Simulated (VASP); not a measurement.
Crystal: InAs.

```xyz
2
Lattice="0.0000 2.9152 2.9152 2.9152 0.0000 2.9152 2.9152 2.9152 0.0000" Properties=species:S:1:pos:R:3 pbc="T T T"
In    2.9152    2.9152    2.9152
As    0.0000    0.0000    0.0000
```

Base run:

```yaml
Program: VASP 6.6.1
Functional: PBE
Potentials_or_basis: VASP PAW PBE potentials, release 64 (In_d, As)
Cutoff: 500 eV
k_mesh: 8 × 8 × 8
Occupations: fermi-dirac, width 0.05 eV
Spin: no spin polarisation
```

Its results: band gap on the k mesh zero (band 9 reaches 5.82 eV, above the bottom of band 10 at 3.39 eV); pressure -2.2 GPa.

Question: The run is repeated on the same cell with these changes: functional from PBE to PBEsol; cutoff from 500 eV to 520 eV. What comes out?

Answer: Band gap on the k mesh zero (band 9 reaches 5.69 eV, above the bottom of band 10 at 3.23 eV); pressure -5.1 GPa.

PBEsol binds more tightly than PBE, so the same cell stands under less pressure.

Caveats: spin-orbit coupling is left out, which moves the levels of the heavy elements; the PAW data sets were made with another functional, which shifts forces and pressure a little (some runs).
